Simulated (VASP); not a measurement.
Set up this calculation in VASP 6.6.1, as the native input.

* Task: single point
* Functional: PBE
* Potentials or basis: VASP PAW PBE potentials, release 64 (Hf_pv, O)
* Cutoff: 520 eV
* k mesh: 6 × 6 × 6
* Occupations: gaussian, width 0.01 eV
* Spin: no spin polarisation
* Dipole correction: no
* Further INCAR settings: ALGO = Normal; EDIFF = 1e-07; NBANDS = 18

The structure of HfO2 lies in POSCAR:

```
HfO2
1.0
    0.0000000000      2.5487602331      2.5487602331
    2.5487602331      0.0000000000      2.5487602331
    2.5487602331      2.5487602331      0.0000000000
Hf O
1 2
Direct
    0.0000000000      0.0000000000      0.0000000000
    0.7500000000      0.7500000000      0.7500000000
    0.2500000000      0.2500000000      0.2500000000
```

The input as run:

INCAR

```
  PREC = Accurate
  ENCUT = 520
  EDIFF = 1E-7
  ISMEAR = 0
  SIGMA = 0.01
  LREAL = False
  LASPH = True
  NELM = 80
  ALGO = Normal
  ISIF = 2
  LWAVE = False
  LCHARG = False
  GGA = PE
  NBANDS = 18
```

KPOINTS

```
Automatic mesh
0
Gamma
  6 6 6
```

Potentials or basis: VASP PAW PBE potentials, release 64 (Hf_pv, O).

Run with:

```bash
$ cat potpaw_PBE.64/Hf_pv/POTCAR potpaw_PBE.64/O/POTCAR > POTCAR
$ mpirun -np 1 vasp_std > vasp.out
```

Results of the run:

```json
{"Pressure": "-3.6 GPa", "Band gap on the k mesh": "3.76 eV, direct"}
```

Caveat: spin-orbit coupling is left out, which moves the levels of the heavy elements.

It took 16 s on 1 thread of Intel Xeon 6975P-C, with other jobs on the host, peak memory 0.16 GiB.
